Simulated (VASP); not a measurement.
# LiAl12 in VASP: further runs, part 2 of 2

VASP 6.6.1.

## (3) Single point, LDA

The input, INCAR:

```
PREC = Accurate
ENCUT = 520
EDIFF = 1E-7
ISMEAR = 0
SIGMA = 0.1
LREAL = False
LASPH = True
NELM = 100
ALGO = Normal
ISIF = 2
LWAVE = False
LCHARG = False
LDIPOL = True
IDIPOL = 3
DIPOL = 0.5 0.5 0.330
NBANDS = 32
```

The input, KPOINTS:

```
Automatic mesh
0
Gamma
  6 6 1
```

The input, POSCAR:

```
LiAl12
1.0
    5.6336864727      0.0000000000      0.0000000000
   -2.8168432363      4.8789156023      0.0000000000
    0.0000000000      0.0000000000     20.0321727095
Al Li
12 1
Direct
    0.3333333334      0.1666666667      0.1996787896
    0.3333333334      0.6666666667      0.1996787896
    0.8333333334      0.1666666667      0.1996787896
    0.8333333333      0.6666666667      0.1996787896
    0.1666666667      0.3333333333      0.3128097176
    0.1666666667      0.8333333333      0.3128097176
    0.6666666667      0.3333333333      0.3128097176
    0.6666666667      0.8333333333      0.3128097176
    0.0000000000      0.0000000000      0.4259234799
    0.0000000000      0.5000000000      0.4259234799
    0.5000000000      0.0000000000      0.4259234799
    0.5000000000      0.5000000000      0.4259234799
    0.0833333334      0.1666666667      0.5410786364
```

Potentials or basis: VASP PAW LDA potentials, release 64 (Al, Li_sv).

Command:

```
$ cat potpaw_LDA.64/Al/POTCAR potpaw_LDA.64/Li_sv/POTCAR > POTCAR
$ mpirun -np 1 vasp_std > vasp.out
```

OUTCAR:

```text
PREC = Accurate
   ENCUT = 520
   EDIFF = 1E-7
   ISMEAR = 0
   LREAL = False
   LASPH = True
   NELM = 100
   ISIF = 2

 ion  position               nearest neighbor table
   1  0.333  0.167  0.200-   5 2.79   7 2.79   6 2.79   4 2.82   2 2.82   2 2.82   3 2.82   3 2.82
                             4 2.82
   2  0.333  0.667  0.200-   6 2.79   8 2.79   5 2.79   4 2.82   1 2.82   1 2.82   3 2.82   3 2.82
                             4 2.82
   3  0.833  0.167  0.200-   7 2.79   5 2.79   8 2.79   4 2.82   1 2.82   1 2.82   2 2.82   2 2.82
                             4 2.82
   4  0.833  0.667  0.200-   8 2.79   7 2.79   6 2.79   2 2.82   3 2.82   1 2.82   3 2.82   1 2.82
                             2 2.82
   5  0.167  0.333  0.313-   9 2.79  12 2.79  10 2.79   1 2.79   3 2.79   2 2.79   6 2.82   6 2.82
                             7 2.82   7 2.82   8 2.82   8 2.82
   6  0.167  0.833  0.313-  10 2.79  11 2.79   9 2.79   2 2.79   1 2.79   4 2.79   5 2.82   5 2.82
                             8 2.82   8 2.82   7 2.82   7 2.82
   7  0.667  0.333  0.313-  11 2.79  10 2.79  12 2.79   3 2.79   1 2.79   4 2.79   8 2.82   8 2.82
                             5 2.82   5 2.82   6 2.82   6 2.82
   8  0.667  0.833  0.313-  12 2.79   9 2.79  11 2.79   4 2.79   2 2.79   3 2.79   7 2.82   7 2.82
                             6 2.82   6 2.82   5 2.82   5 2.82
   9  0.000  0.000  0.426-  13 2.45   5 2.79   8 2.79   6 2.79  10 2.82  10 2.82  11 2.82  11 2.82
                            12 2.82  12 2.82
  10  0.000  0.500  0.426-   6 2.79   7 2.79   5 2.79   9 2.82   9 2.82  12 2.82  12 2.82  11 2.82
                            11 2.82
  11  0.500  0.000  0.426-   7 2.79   6 2.79   8 2.79  12 2.82  12 2.82   9 2.82   9 2.82  10 2.82
                            10 2.82
  12  0.500  0.500  0.426-   8 2.79   5 2.79   7 2.79  11 2.82  11 2.82  10 2.82  10 2.82   9 2.82
                             9 2.82
  13  0.083  0.167  0.541-   9 2.45

  LATTYP: Found a hexagonal cell.
 ALAT       =     5.6336864727
 C/A-ratio  =     3.5557840868

  Lattice vectors:

 A1 = (   5.6336864727,   0.0000000000,   0.0000000000)
 A2 = (  -2.8168432363,   4.8789156023,   0.0000000000)
 A3 = (   0.0000000000,   0.0000000000,  20.0321727095)

Analysis of symmetry for initial positions (statically):
=====================================================================
 Subroutine PRICEL returns:
[... 181 lines left out ...]

  energy without entropy =      -48.82617826  energy(sigma->0) =      -48.84354997

 E-fermi :   0.8499     XC(G=0):  -4.9811

 val. band max:        0.8207775965   @ k =   0.1667   0.1667   0.0000
 cond. band min:       0.9343495448   @ k =   0.1667   0.1667   0.0000
 fundamental gap:      0.1135719483
 Fermi energy:         0.8498774164

 k-point     1 :       0.0000    0.0000    0.0000
  band No.  band energies     occupation
      1     -46.4999      2.00000
      2      -9.9545      2.00000
      3      -8.2099      2.00000
      4      -5.4940      2.00000
      5      -3.9538      2.00000
      6      -3.9511      2.00000
[... 431 lines left out ...]
     30       3.8660      0.00000
     31       3.8762      0.00000
 [bands above 31 left out]

------------------------ aborting loop because EDIFF is reached ----------------------------------------

 vacuum level on the upper side and lower side of the slab       (xc-potential included)        -1.377         0.546

  FORCE on cell =-STRESS in cart. coord.  units (eV):
  Direction    XX          YY          ZZ          XY          YZ          ZX
  --------------------------------------------------------------------------------------
  -------------------------------------------------------------------------------------
  Total       -2.8426511     -2.4877633      0.8137773     -0.0000000      0.8207782      0.0000000
  in kB       -8.2716111     -7.2389505      2.3679477     -0.0000000      2.3883192      0.0000000
  external PRESSURE =      -4.3808713 kB  Pullay stress =       0.0000000 kB

 VOLUME and BASIS-vectors are now :
 -----------------------------------------------------------------------------
  energy-cutoff  :      520.00
  volume of cell :      550.61
      direct lattice vectors                 reciprocal lattice vectors
     5.633686473  0.000000000  0.000000000     0.177503666  0.102481789  0.000000000
    -2.816843236  4.878915602  0.000000000     0.000000000  0.204963578  0.000000000
     0.000000000  0.000000000 20.032172709     0.000000000  0.000000000  0.049919697

 POSITION                                       TOTAL-FORCE (eV/Angst)
 -----------------------------------------------------------------------------------
      1.40842      0.81315      4.00000         0.020144      0.004103     -0.065158
      0.00000      3.25261      4.00000         0.000000      0.013233     -0.072255
      4.22526      0.81315      4.00000        -0.020144      0.004103     -0.065158
      2.81684      3.25261      4.00000        -0.000000     -0.018430     -0.078939
      0.00000      1.62631      6.26626         0.000000      0.010282      0.060170
     -1.40842      4.06576      6.26626         0.009207     -0.008804      0.057657
      2.81684      1.62631      6.26626        -0.000000     -0.019305      0.038393
      1.40842      4.06576      6.26626        -0.009207     -0.008804      0.057657
      0.00000      0.00000      8.53217        -0.000000     -0.304466     -0.594142
     -1.40842      2.43946      8.53217         0.032816     -0.006550      0.216231
      2.81684      0.00000      8.53217         0.000000      0.005570      0.215018
      1.40842      2.43946      8.53217        -0.032816     -0.006550      0.216231
      0.00000      0.81315     10.83898         0.000000      0.335618      0.014295
 -----------------------------------------------------------------------------------
    total drift:                                0.000000      0.000120      0.000358

  FREE ENERGIE OF THE ION-ELECTRON SYSTEM (eV)
  ---------------------------------------------------
  free  energy   TOTEN  =       -48.8609216781 eV

  energy  without entropy=      -48.8261782575  energy(sigma->0) =      -48.84354997

 vacuum level on the upper side and lower side of the slab         2.701         4.673
```

It took 5.2 min on 1 thread of Intel Xeon 6975P-C (Granite Rapids), shared host; peak memory 0.52 GiB.

Results:

| Property | Result |
| --- | --- |
| Free energy | -48.8609 eV |
| Largest force | 0.668 eV/Å |
| Band gap on the k mesh | zero (an odd number of electrons rules out a gap without spin polarisation) |

Forces on the atoms (eV/Å):
```
Al   0.020  0.004 -0.065
Al   0.000  0.013 -0.072
Al  -0.020  0.004 -0.065
Al   0.000 -0.018 -0.079
Al   0.000  0.010  0.060
Al   0.009 -0.009  0.058
Al   0.000 -0.019  0.038
Al  -0.009 -0.009  0.058
Al   0.000 -0.304 -0.594
Al   0.033 -0.007  0.216
Al   0.000  0.006  0.215
Al  -0.033 -0.007  0.216
Li   0.000  0.336  0.014
```

Caveat: the cutoff is under 1.25 times the usual one of these potentials, so pressure, stress and relaxed cells hold a basis-set (Pulay) error.

## (4) Single point, LDA

The input, INCAR:

```
SYSTEM = LiAl12
PREC     = Accurate       ! precision mode
ENCUT    = 520            ! plane-wave cutoff, eV
EDIFF    = 1E-7           ! SCF threshold, eV
ISMEAR   = 0              ! smearing method
SIGMA    = 0.1            ! smearing width, eV
LREAL    = .FALSE.        ! projectors in reciprocal space
LASPH    = .TRUE.         ! aspherical terms in the spheres
NELM     = 60             ! most SCF steps
ALGO     = Normal         ! electronic algorithm
ISIF     = 2              ! what is computed and relaxed
LWAVE    = .FALSE.        ! write WAVECAR
LCHARG   = .FALSE.        ! write CHGCAR
LDIPOL   = .TRUE.       
IDIPOL   = 3            
DIPOL    = 0.5 0.5 0.330
NBANDS   = 32             ! bands
```

The input, KPOINTS:

```
regular mesh
0
G
  6 6 1
  0 0 0
```

The input, POSCAR:

```
LiAl12
1.0
    5.6336864727      0.0000000000      0.0000000000
   -2.8168432363      4.8789156023      0.0000000000
    0.0000000000      0.0000000000     20.0321727095
Al Li
12 1
Direct
    0.3333333333      0.1666666667      0.1996787896
    0.3333333333      0.6666666666      0.1996787896
    0.8333333333      0.1666666667      0.1996787896
    0.8333333333      0.6666666666      0.1996787896
    0.1666666667      0.3333333333      0.3128097176
    0.1666666667      0.8333333334      0.3128097176
    0.6666666667      0.3333333334      0.3128097176
    0.6666666667      0.8333333333      0.3128097176
    0.0000000000      0.0000000000      0.4259234799
    0.0000000000      0.5000000000      0.4259234799
    0.5000000000      0.0000000000      0.4259234799
    0.5000000000      0.5000000000      0.4259234799
    0.1666666667      0.0833333334      0.5416515378
```

Command:

```
$ cat potpaw_LDA.64/Al/POTCAR potpaw_LDA.64/Li_sv/POTCAR > POTCAR
$ mpirun -np 1 vasp_std > vasp.out
```

Run time: 4.1 min. Hardware: 1 thread of Intel Xeon 6975P-C (Granite Rapids), shared host; peak memory 0.52 GiB.

The run converged. Its results:

```yaml
Free_energy: -48.8549 eV
Largest_force: 0.633 eV/Å
Band_gap_on_the_k_mesh: zero (an odd number of electrons rules out a gap without spin polarisation)
```

Forces on the atoms (eV/Å):
```
Al   0.010  0.006 -0.061
Al  -0.004 -0.002 -0.074
Al  -0.018  0.013 -0.072
Al   0.002 -0.022 -0.072
Al  -0.004  0.018  0.054
Al   0.014 -0.013  0.054
Al   0.000  0.000  0.040
Al  -0.002 -0.001  0.059
Al  -0.251 -0.145 -0.562
Al   0.033  0.019  0.207
Al  -0.026 -0.005  0.214
Al  -0.018 -0.020  0.214
Li   0.265  0.153 -0.001
```

Levels at points of the mesh, in eV from the Fermi level:
```
           k point  band 15  band 16  band 17  band 18  band 19  band 20  band 21  band 22  band 23  band 24
(0.00, 0.00, 0.00)    -2.80    -2.78    -2.76    -0.57    -0.47    -0.38    -0.32    -0.26    -0.16    -0.13
(0.50, 0.00, 0.00)    -1.85    -0.51    -0.50    -0.23    -0.18     0.85     0.94     0.95     1.02     1.04
(0.00, 0.50, 0.00)    -1.85    -0.51    -0.50    -0.22    -0.20     0.82     0.90     0.98     1.04     1.13
```

Caveat: the cutoff is under 1.25 times the usual one of these potentials, so pressure, stress and relaxed cells hold a basis-set (Pulay) error.

## (5) Summary

| cell | gap on the mesh (eV) | largest force (eV/Å) |
| --- | --- | --- |
| as given, atomic positions A | none | 0.31 |
| as given, atomic positions B | none | 0.67 |
| as given, atomic positions C | none | 0.63 |

Alike in all rows: task single point; level LDA; potentials or basis VASP PAW LDA potentials, release 64 (Al, Li_sv); no spin polarisation; k mesh 6 × 6 × 1; cutoff (eV) 520; smearing gaussian 0.1 eV.

Caveats: the cutoff is under 1.25 times the usual one of these potentials, so pressure, stress and relaxed cells hold a basis-set (Pulay) error.

Absolute energies hang on the potentials; compare differences alone.
